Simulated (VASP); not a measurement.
A run of VASP 6.6.1:

File INCAR:

```
SYSTEM = MgZr2N
  PREC = Accurate
  ENCUT = 840
  EDIFF = 1E-6
  ISMEAR = 0
  SIGMA = 0.1
  LREAL = .False.
  LASPH = .True.
  NELM = 120
  ALGO = Normal
  ISIF = 2
  LWAVE = .False.
  LCHARG = .True.
  GGA = PE
  LELF = .True.
  LVHAR = .True.
  NBANDS = 28
  GGA_COMPAT = .False.
```

KPOINTS

```
Automatic mesh
0
Gamma
  6 6 6
  0 0 0
```

The input POSCAR:

```
MgZr2N
1.0
    2.6926073895      1.5545775995      3.4982332116
   -2.6926073895      1.5545775995      3.4982332116
    0.0000000000     -3.1091552040      3.4982332095
Mg Zr N
1 2 1
Direct
    0.5000000000      0.5000000000      0.5000000000
    0.8140125626      0.8140125626      0.8140125626
    0.1859874374      0.1859874374      0.1859874374
    0.0000000000      0.0000000000      0.0000000000
```

Potentials or basis: VASP PAW PBE potentials, release 64 (Mg_sv, Zr_sv, N).

Launch:

```bash
$ cat potpaw_PBE.64/Mg_sv/POTCAR potpaw_PBE.64/Zr_sv/POTCAR potpaw_PBE.64/N/POTCAR > POTCAR
$ mpirun -np 1 vasp_std > vasp.out
```

Hardware: 1 thread of Intel(R) Xeon(R) 6975P-C (Granite Rapids), on a shared host.

Question: Estimate the wall time of this run.

Answer: Run time: 88 s on 1 thread of Intel(R) Xeon(R) 6975P-C (Granite Rapids), with other jobs on the host, peak memory 0.42 GiB. Counts: scf iterations 14, k points 32.
